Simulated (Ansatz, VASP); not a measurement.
CaSe: VASP beside Ansatz

The input INCAR:

```
ALGO = Normal
EDIFF = 1E-6
ENCUT = 520
GGA = CA
ISIF = 2
ISMEAR = 0
LASPH = True
LCHARG = False
LREAL = False
LWAVE = False
NBANDS = 15
NELM = 100
PREC = Accurate
SIGMA = 0.01
```

Contents of KPOINTS:

```
k-points
0
Gamma
  6 6 6
```

The input POSCAR:

```
CaSe
1.0
    0.0000000000      3.2795613671      3.2795613671
    3.2795613671      0.0000000000      3.2795613671
    3.2795613671      3.2795613671      0.0000000000
Ca Se
1 1
Direct
    0.0000000000      0.0000000000      0.0000000000
    0.2500000000      0.2500000000      0.2500000000
```

Input for Ansatz:

```yaml
crystal:
  lattice:
    - [0.0, 3.2795613671, 3.2795613671]
    - [3.2795613671, 0.0, 3.2795613671]
    - [3.2795613671, 3.2795613671, 0.0]
  atoms:
    - { symbol: Ca, position: [0.0, 0.0, 0.0] }
    - { symbol: Se, position: [0.25, 0.25, 0.25] }
kpoints:
  mp_grid: { grid: [6, 6, 6] }
  band_path:
    path:
      - [0.0, 0.0, 0.0]
      - [-0.5, -0.5, 0.0]
      - [-0.375, -0.375, 0.25]
      - [-0.375, 0.0, 0.375]
      - [0.0, 0.0, 0.5]
      - [-0.5, -0.25, 0.25]
      - [0.0, 0.270833, -0.270833]
    npoints: 1
hamiltonian:
  xc: lda
scf:
  occupations: { method: fixed }
  n_extra_bands: 4
output:
  forces: true
  stress: true
  eigenvalues: true
```

Alike in both runs: task single point; functional LDA; k mesh 6 × 6 × 6; no spin polarisation.

|  | VASP | Ansatz |
| --- | --- | --- |
| version | VASP 6.6.1 | Ansatz 0.2.0 |
| potentials or method | VASP PAW LDA potentials, release 64 (Ca_sv, Se) | plane waves, PAW |
| plane-wave cutoff (eV) | 520 | 420 |
| occupations | gaussian, width 0.01 eV | fixed |
| valence electrons in the cell | 16 | 26 |

|  | VASP | Ansatz | Ansatz less VASP |
| --- | --- | --- | --- |
| gap on the k mesh at the Fermi level (eV) | 2.95 | 2.94 | -0.014 |
| pressure (GPa) | -2.0 | -2.2 | -0.14 |

LDA's correlation is that of Perdew and Zunger in VASP and of Perdew and Wang (1992) in Ansatz. VASP's potentials hold 16 valence electrons a cell and Ansatz's 26, so a difference there can come from the potentials and not from the codes.
